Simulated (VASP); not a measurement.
# HfB2 (P6/mmm) in VASP: further runs

Runs on HfB2. Level: LDA. Tasks: single point.

All numbers are computed with VASP 6.6.1; they aren't measurements. Logs are shortened: lines on timing, memory, paths and dates and some standing lists are left out, and cuts for length are marked.

### Step 1. The cell of the first run

Symmetry: P6/mmm, No. 191, hexagonal system. Conventional cell: a = 3.098 Å, b = 3.098 Å, c = 3.433 Å, α = 90.00°, β = 90.00°, γ = 120.00°. Hf (site symmetry 6/mmm) has 12 B at 2.48 Å and 6 Hf at 3.10 Å within 3.3 Å. Within 2.4 Å of B (site symmetry -6m2) lie 3 B at 1.79 Å.

### Step 2. Single point, LDA

INCAR

```
SYSTEM = HfB2
  ALGO = Normal
  EDIFF = 1E-6
  ENCUT = 520
  GGA = CA
  ISIF = 2
  ISMEAR = -1
  LASPH = .TRUE.
  LCHARG = .FALSE.
  LREAL = .FALSE.
  LWAVE = .FALSE.
  NBANDS = 15
  NELM = 100
  PREC = Accurate
  SIGMA = 0.05
```

KPOINTS

```
k-points
0
G
  10 10 8
  0 0 0
```

POSCAR

```
HfB2
1.0
    3.0975623654      0.0000000000      0.0000000000
   -1.5487811827      2.6825676982      0.0000000000
    0.0000000000      0.0000000000      3.4329672075
Hf B
1 2
Direct
    0.0000000000      0.0000000000      0.0000000000
    0.6666666667      0.3333333333      0.5000000000
    0.3333333333      0.6666666667      0.5000000000
```

Potentials or basis: VASP PAW LDA potentials, release 64 (Hf_pv, B).

The run is started by

```sh
> cat potpaw_LDA.64/Hf_pv/POTCAR potpaw_LDA.64/B/POTCAR > POTCAR
> mpirun -np 1 vasp_std > vasp.out
```

OUTCAR:

```text
SYSTEM = HfB2
   EDIFF = 1E-6
   ENCUT = 520
   GGA = CA
   ISIF = 2
   ISMEAR = -1
   LASPH = .TRUE.
   LREAL = .FALSE.
   NELM = 100
   PREC = Accurate

 ion  position               nearest neighbor table
   1  0.000  0.000  0.000-   2 2.48   3 2.48   2 2.48   3 2.48   3 2.48   3 2.48   2 2.48   2 2.48
                             2 2.48   2 2.48   3 2.48   3 2.48
   2  0.667  0.333  0.500-   3 1.79   3 1.79   3 1.79   1 2.48   1 2.48   1 2.48   1 2.48   1 2.48
                             1 2.48
   3  0.333  0.667  0.500-   2 1.79   2 1.79   2 1.79   1 2.48   1 2.48   1 2.48   1 2.48   1 2.48
                             1 2.48

  LATTYP: Found a hexagonal cell.
 ALAT       =     3.0975623654
 C/A-ratio  =     1.1082802548

  Lattice vectors:

 A1 = (   3.0975623654,   0.0000000000,   0.0000000000)
 A2 = (  -1.5487811827,   2.6825676982,   0.0000000000)
 A3 = (   0.0000000000,   0.0000000000,   3.4329672075)

Analysis of symmetry for initial positions (statically):
=====================================================================
 Subroutine PRICEL returns:
 Original cell was already a primitive cell.

 Routine SETGRP: Setting up the symmetry group for a
 hexagonal supercell.

 Subroutine GETGRP returns: Found 24 space group operations
 (whereof 24 operations were pure point group operations)
 out of a pool of 24 trial point group operations.

The static configuration has the point symmetry D_6h.

Analysis of symmetry for dynamics (positions and initial velocities):
=====================================================================
 Subroutine PRICEL returns:
 Original cell was already a primitive cell.

 Routine SETGRP: Setting up the symmetry group for a
 hexagonal supercell.

 Subroutine GETGRP returns: Found 24 space group operations
 (whereof 24 operations were pure point group operations)
 out of a pool of 24 trial point group operations.

The dynamic configuration has the point symmetry D_6h.

 Subroutine INISYM returns: Found 24 space group operations
 (whereof 24 operations are pure point group operations),
 and found     1 'primitive' translations

----------------------------------------------------------------------------------------

                                     Primitive cell

  volume of cell :      28.5260

  direct lattice vectors                    reciprocal lattice vectors
     3.097562365  0.000000000  0.000000000     0.322834501  0.186388586  0.000000000
    -1.548781183  2.682567698  0.000000000     0.000000000  0.372777172  0.000000000
     0.000000000  0.000000000  3.432967207     0.000000000  0.000000000  0.291293199

  length of vectors
     3.097562365  3.097562365  3.432967207     0.372777172  0.372777172  0.291293199

  position of ions in fractional coordinates (direct lattice)
     0.000000000  0.000000000  0.000000000
     0.666666667  0.333333333  0.500000000
     0.333333333  0.666666667  0.500000000

  ion indices of the primitive-cell ions
   primitive index   ion index
                 1           1
                 2           2
                 3           3

----------------------------------------------------------------------------------------

 KPOINTS: k-points

Automatic generation of k-mesh.
 Grid dimensions read from file:
 generate k-points for:   10   10    8

 Generating k-lattice:

  Cartesian coordinates                     Fractional coordinates (reciprocal lattice)
     0.032283450  0.018638859  0.000000000     0.100000000  0.000000000  0.000000000
     0.000000000  0.037277717  0.000000000     0.000000000  0.100000000  0.000000000
     0.000000000  0.000000000  0.036411650     0.000000000  0.000000000  0.125000000

  Length of vectors
     0.037277717  0.037277717  0.036411650

  Shift w.r.t. Gamma in fractional coordinates (k-lattice)
     0.000000000  0.000000000  0.000000000

 Subroutine IBZKPT returns following result:
 ===========================================

 Found     70 irreducible k-points:

 Following reciprocal coordinates:
            Coordinates               Weight
  0.000000  0.000000  0.000000      1.000000
  0.100000 -0.000000  0.000000      6.000000
  0.200000 -0.000000  0.000000      6.000000
  0.300000  0.000000  0.000000      6.000000
  0.400000  0.000000  0.000000      6.000000
  0.500000  0.000000  0.000000      3.000000
[... 16 lines left out ...]
  0.300000  0.100000  0.125000     24.000000
  0.400000  0.100000  0.125000     24.000000
 [... further k-points ...]
   k-points           NKPTS =     70   k-points in BZ     NKDIM =     70   number of bands    NBANDS=     15
   number of dos      NEDOS =    301   number of ions     NIONS =      3
   total plane-waves  NPLWV =  16128
   dimension x,y,z NGX =    24 NGY =   24 NGZ =   28
   dimension x,y,z NGXF=    48 NGYF=   48 NGZF=   56
   ions per type =               1   2
   NGX,Y,Z   is equivalent  to a cutoff of  12.88, 12.88, 13.56 a.u.
   NGXF,Y,Z  is equivalent  to a cutoff of  25.76, 25.76, 27.12 a.u.
 SYSTEM =  HfB2
   PREC   = accura    normal or accurate (medium, high low for compatibility)
   ISTART =      0    job   : 0-new  1-cont  2-samecut
   ICHARG =      2    charge: 1-file 2-atom 10-const
   ISPIN  =      1    spin polarized calculation?
   LNONCOLLINEAR =      F non collinear calculations
   LSORBIT =      F    spin-orbit coupling
   LASPH  =      T    aspherical Exc in radial PAW
   ENCUT  =  520.0 eV  38.22 Ry    6.18 a.u.   5.76  5.76  6.38*2*pi/ulx,y,z
   NELM   =    100;   NELMIN=  2; NELMDL= -5     # of ELM steps
   EDIFF  = 0.1E-05   stopping-criterion for ELM
   LREAL  =      F    real-space projection
   EDIFFG = 0.1E-04   stopping-criterion for IOM
   NSW    =      0    number of steps for IOM
   IBRION =     -1    ionic relax: 0-MD 1-quasi-New 2-CG
   NFREE  =      0    steps in history (QN), initial steepest desc. (CG)
   ISIF   =      2    stress and relaxation
   ISYM   =      2    0-nonsym 1-usesym 2-fastsym
   POTIM  = 0.5000    time-step for ionic-motion
   TEBEG  =    0.0;   TEEND  =   0.0 temperature during run
   PSTRESS=    0.0 pullay stress
   NELECT =      16.0000    total number of electrons
   NUPDOWN=      -1.0000    fix difference up-down
   EMIN   =  10.00;   EMAX   =-10.00  energy-range for DOS
   EFERMI =   0.00;   METHOD = LEGACY
   ISMEAR =    -1;   SIGMA  =   0.05  broadening in eV -4-tet -1-fermi 0-gaus
   EFERMI_NEDOS =   21; number of points for ismear=-14 and -15
   IALGO  =     38    algorithm
   IMIX   =      4    mixing-type and parameters
     AMIX     =   0.40;   BMIX     =  1.00
     AMIX_MAG =   1.60;   BMIX_MAG =  1.00
  volume/ion in A,a.u.               =       9.51        64.17
  Fermi-wavevector in a.u.,A,eV,Ry     =   1.350106  2.551331 24.800530  1.822788
  Thomas-Fermi vector in A             =   2.477638
   LORBIT       =      0    0 simple, 1 ext, 2 COOP (PROOUT), +10 PAW based schemes
   GGA     = CA    functional components
   LHFCALC =     F    Hartree Fock is set to
   AEXX    =    0.0000 exact exchange contribution
   IVDW    =     0    specifies the selected vdW correction
   LEPSILON=     F    determine dielectric tensor
   LRPA    =     F    only Hartree local field effects (RPA)
 non-spin polarized calculation
  energy-cutoff  :      520.00
  volume of cell :       28.53
 maximum number of plane-waves:       784
 NGX is ok and might be reduce to    24
   NGX = 11   NGY = 11   NGZ = 13

 number of electron      16.0000001 magnetization

 Free energy of the ion-electron system (eV)
  ---------------------------------------------------
  ext. energy  EPLUGINS =         0.00000000
  ---------------------------------------------------
  free energy    TOTEN  =       -28.95174975 eV

  energy without entropy =      -28.94921591  energy(sigma->0) =      -28.95048283

 E-fermi :   7.8552     XC(G=0): -12.9127

 val. band max:        7.7960438452   @ k =   0.2000   0.2000   0.1250
 cond. band min:       8.1008570424   @ k =   0.1000   0.1000   0.2500
 fundamental gap:      0.3048131972
 Fermi energy:         7.8551910000

 k-point     1 :       0.0000    0.0000    0.0000
  band No.  band energies     occupation
      1     -22.3736      2.00000
      2     -21.8118      2.00000
      3     -21.8118      2.00000
      4      -5.7991      2.00000
      5       4.8780      2.00000
      6       5.0201      2.00000
      7       5.0201      2.00000
      8       5.3188      2.00000
      9      12.1352      0.00000
     10      12.1352      0.00000
     11      12.8036      0.00000
     12      12.8036      0.00000
     13      13.2074      0.00000
     14      13.2074      0.00000
     15      13.4676      0.00000

 k-point     2 :       0.1000   -0.0000    0.0000
  band No.  band energies     occupation
      1     -22.3586      2.00000
      2     -21.9035      2.00000
      3     -21.8319      2.00000
      4      -5.5744      2.00000
      5       4.4468      2.00000
      6       5.0200      2.00000
      7       5.1006      2.00000
      8       5.1040      2.00000
      9      11.4328      0.00000
     10      11.9792      0.00000
     11      12.0032      0.00000
     12      12.4137      0.00000
     13      13.9137      0.00000
     14      14.4845      0.00000
     15      14.6487      0.00000

 k-point     3 :       0.2000   -0.0000    0.0000
  band No.  band energies     occupation
      1     -22.3191      2.00000
      2     -22.1366      2.00000
      3     -21.8843      2.00000
      4      -4.9399      2.00000
      5       3.1591      2.00000
      6       4.6294      2.00000
      7       4.9627      2.00000
      8       5.5486      2.00000
      9      10.2921      0.00000
     10      11.6035      0.00000
     11      11.8267      0.00000
     12      12.3464      0.00000
     13      14.3781      0.00000
     14      15.3495      0.00000
     15      16.3678      0.00000

 k-point     4 :       0.3000    0.0000    0.0000
  band No.  band energies     occupation
      1     -22.4116      2.00000
      2     -22.2697      2.00000
      3     -21.9482      2.00000
      4      -3.9871      2.00000
      5       1.6689      2.00000
      6       4.1583      2.00000
      7       4.8057      2.00000
      8       5.5805      2.00000
      9      10.5380      0.00000
     10      11.1908      0.00000
     11      11.3663      0.00000
     12      12.4266      0.00000
     13      14.4905      0.00000
     14      16.7612      0.00000
     15      18.7062      0.00000
[... 307 lines left out ...]
 k-point    22 :       0.2000    0.1000    0.1250
  band No.  band energies     occupation
      1     -22.3349      2.00000
      2     -22.2881      2.00000
      3     -21.9450      2.00000
      4      -4.1514      2.00000
      5       2.3565      2.00000
      6       3.6737      2.00000
      7       4.3884      2.00000
      8       6.6269      2.00000
      9       8.6900      0.00000
     10      11.7152      0.00000
     11      12.3246      0.00000
     12      13.2674      0.00000
     13      14.8828      0.00000
     14      15.4915      0.00000
     15      17.5002      0.00000

 k-point    23 :       0.3000    0.1000    0.1250
  band No.  band energies     occupation
      1     -22.5165      2.00000
      2     -22.2854      2.00000
      3     -22.0188      2.00000
      4      -3.1364      2.00000
      5       0.8780      2.00000
      6       3.4739      2.00000
      7       4.2134      2.00000
      8       6.1293      2.00000
      9       9.1043      0.00000
     10      11.4603      0.00000
     11      12.4806      0.00000
     12      13.8326      0.00000
     13      15.7654      0.00000
     14      16.4810      0.00000
     15      19.3677      0.00000

 k-point    24 :       0.4000    0.1000    0.1250
  band No.  band energies     occupation
      1     -22.6515      2.00000
      2     -22.2563      2.00000
      3     -22.0640      2.00000
      4      -1.9447      2.00000
      5      -0.5527      2.00000
      6       3.3101      2.00000
      7       4.1729      2.00000
      8       5.6820      2.00000
      9       9.2138      0.00000
     10      12.3025      0.00000
     11      12.4051      0.00000
     12      14.5109      0.00000
     13      15.9376      0.00000
     14      16.9213      0.00000
     15      19.2693      0.00000

 [... further k-points ...]
[... 5 lines left out ...]
  --------------------------------------------------------------------------------------
  -------------------------------------------------------------------------------------
  Total        0.2109081      0.2109081      0.0688701      0.0000000      0.0000000     -0.0000000
  in kB       11.8457763     11.8457763      3.8681309      0.0000000      0.0000000     -0.0000000
  external PRESSURE =       9.1865611 kB  Pullay stress =       0.0000000 kB

 VOLUME and BASIS-vectors are now :
 -----------------------------------------------------------------------------
  energy-cutoff  :      520.00
  volume of cell :       28.53
      direct lattice vectors                 reciprocal lattice vectors
     3.097562365  0.000000000  0.000000000     0.322834501  0.186388586  0.000000000
    -1.548781183  2.682567698  0.000000000     0.000000000  0.372777172  0.000000000
     0.000000000  0.000000000  3.432967207     0.000000000  0.000000000  0.291293199

 POSITION                                       TOTAL-FORCE (eV/Angst)
 -----------------------------------------------------------------------------------
      0.00000      0.00000      0.00000         0.000000      0.000000      0.000000
      1.54878      0.89419      1.71648        -0.000000      0.000000      0.000000
     -0.00000      1.78838      1.71648         0.000000      0.000000     -0.000000
 -----------------------------------------------------------------------------------
    total drift:                               -0.000000      0.000000      0.000000

  FREE ENERGIE OF THE ION-ELECTRON SYSTEM (eV)
  ---------------------------------------------------
  free  energy   TOTEN  =       -28.9517497541 eV

  energy  without entropy=      -28.9492159100  energy(sigma->0) =      -28.95048283
```

Wall time 18 s (1 thread of Intel Xeon Platinum 8259CL at 2.50GHz (Skylake/Cascade Lake), shared host); peak memory 0.15 GiB.

What came out:

```yaml
Free_energy: -28.9517 eV
Pressure: 0.9 GPa
Band_gap_on_the_k_mesh: zero (band 8 reaches 8.58 eV, above the bottom of band 9 at 7.72 eV)
```

Stress tensor (GPa, compression positive):
```
1.18 0.00 0.00
0.00 1.18 0.00
0.00 0.00 0.39
```

Caveat: spin-orbit coupling is left out, which moves the levels of the heavy elements.

### Step 3. Single point, LDA

This run uses another cell than the first one, of 9.90 Å³/atom, 1.042 times its volume.

INCAR

```
PREC = Accurate
ENCUT = 520
EDIFF = 1E-6
ISMEAR = -1
SIGMA = 0.05
LREAL = False
LASPH = True
NELM = 80
ALGO = Normal
ISIF = 2
LWAVE = False
LCHARG = False
GGA = CA
NBANDS = 15
```

KPOINTS

```
regular mesh
0
Gamma
  10 10 8
```

POSCAR

```
HfB2
1.0
    3.1400000000      0.0000000000      0.0000000000
   -1.5700000000      2.7193197679      0.0000000000
    0.0000000000      0.0000000000      3.4800000000
Hf B
1 2
Direct
    0.0000000000      0.0000000000      0.0000000000
    0.6666666667      0.3333333333      0.5000000000
    0.3333333333      0.6666666667      0.5000000000
```

Potentials or basis: VASP PAW LDA potentials, release 64 (Hf_pv, B).

The run is started by

```sh
> cat potpaw_LDA.64/Hf_pv/POTCAR potpaw_LDA.64/B/POTCAR > POTCAR
> mpirun -np 1 vasp_std > vasp.out
```

It took 20 s on 1 thread of Intel Xeon Platinum 8259CL at 2.50GHz (Skylake/Cascade Lake), shared host; peak memory 0.15 GiB.

It converged, with:

* Free energy: -28.9184 eV
* Pressure: -9.7 GPa
* Band gap on the k mesh: zero (band 8 reaches 8.21 eV, above the bottom of band 9 at 7.40 eV)

Stress tensor (GPa, compression positive):
```
-9.81  0.00  0.00
 0.00 -9.81  0.00
 0.00  0.00 -9.49
```

Levels at points of the mesh, in eV from the Fermi level:
```csv
k point,band 4,band 5,band 6,band 7,band 8,band 9,band 10,band 11,band 12,band 13
"(0.00, 0.00, 0.00)",-13.44,-2.88,-2.76,-2.76,-2.56,4.06,4.06,4.71,4.71,5.16
"(0.50, 0.00, 0.00)",-9.54,-8.71,-3.99,-3.25,-2.74,2.28,2.79,5.68,5.77,6.54
"(0.00, 0.00, 0.50)",-10.98,-8.17,-1.04,-1.04,0.41,0.41,1.07,1.07,2.28,5.22
"(0.50, 0.00, 0.50)",-10.06,-7.23,-4.81,-4.56,-2.43,4.19,4.27,6.29,7.28,7.39
```

Caveat: spin-orbit coupling is left out, which moves the levels of the heavy elements.
